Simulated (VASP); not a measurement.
Write the native input for VASP 6.6.1 that does the following.

| Item | Value |
| --- | --- |
| Task | single point |
| Functional | r2SCAN |
| Potentials or basis | VASP PAW PBE potentials, release 64 (Zn, O) |
| Cutoff | 520 eV |
| k mesh | 6 × 6 × 4 |
| Occupations | gaussian, width 0.01 eV |
| Spin | no spin polarisation |
| Dipole correction | no |
| Further INCAR settings | ALGO = Normal; EDIFF = 1e-06; NBANDS = 26 |

The system is ZnO.

```xyz
4
Lattice="3.2354 0.0000 0.0000 -1.6177 2.8019 0.0000 0.0000 0.0000 5.2109" Properties=species:S:1:pos:R:3 pbc="T T T"
Zn    0.0000    1.8679    2.6037
Zn    1.6177    0.9340   -0.0018
O     1.6177    0.9340    1.9768
O     0.0000    1.8679    4.5822
```

The input as run:

POSCAR

```
ZnO
1.0
    3.2353522072      0.0000000000      0.0000000000
   -1.6176761036      2.8018972017      0.0000000000
    0.0000000000      0.0000000000      5.2109131099
Zn O
2 2
Direct
    0.3333333333      0.6666666667      0.4996551081
    0.6666666667      0.3333333333     -0.0003448919
    0.6666666667      0.3333333333      0.3793548919
    0.3333333333      0.6666666667      0.8793548919
```

INCAR.step1

```
ALGO     = Normal         # electronic algorithm
EDIFF    = 1E-4           # SCF threshold, eV
ENCUT    = 520            # plane-wave cutoff, eV
GGA      = PE             # functional
ISMEAR   = 0              # smearing method
LASPH    = T              # aspherical terms in the spheres
LCHARG   = F              # write CHGCAR
LREAL    = F              # projectors in reciprocal space
LWAVE    = T              # write WAVECAR
NBANDS   = 26             # bands
NELM     = 80             # most SCF steps
PREC     = Accurate       # precision mode
SIGMA    = 0.01           # smearing width, eV
```

INCAR.step2

```
ALGO     = Normal         # electronic algorithm
EDIFF    = 1E-6           # SCF threshold, eV
ENCUT    = 520            # plane-wave cutoff, eV
ISIF     = 2              # what is computed and relaxed
ISMEAR   = 0              # smearing method
ISTART   = 1            
LASPH    = T              # aspherical terms in the spheres
LCHARG   = F              # write CHGCAR
LMIXTAU  = T            
LREAL    = F              # projectors in reciprocal space
LWAVE    = F              # write WAVECAR
METAGGA  = R2SCAN         # meta-GGA
NBANDS   = 26             # bands
NELM     = 80             # most SCF steps
PREC     = Accurate       # precision mode
SIGMA    = 0.01           # smearing width, eV
```

KPOINTS

```
k-points
0
Gamma
  6 6 4
```

Potentials or basis: VASP PAW PBE potentials, release 64 (Zn, O).

Run with:

```console
$ cat potpaw_PBE.64/Zn/POTCAR potpaw_PBE.64/O/POTCAR > POTCAR
$ cp INCAR.step1 INCAR
$ mpirun -np 1 vasp_std > vasp.out
$ cp INCAR.step2 INCAR
$ mpirun -np 1 vasp_std > vasp.out
```

It gave:

```yaml
Pressure: 1.0 GPa
Largest_force: 0.008 eV/Å
Band_gap_on_the_k_mesh: 1.23 eV
```

Caveat: the PAW data sets were made with another functional, which shifts forces and pressure a little.

Wall time 2 min on 1 thread of Intel Xeon 8259CL, on a shared host, peak memory 0.18 GiB.
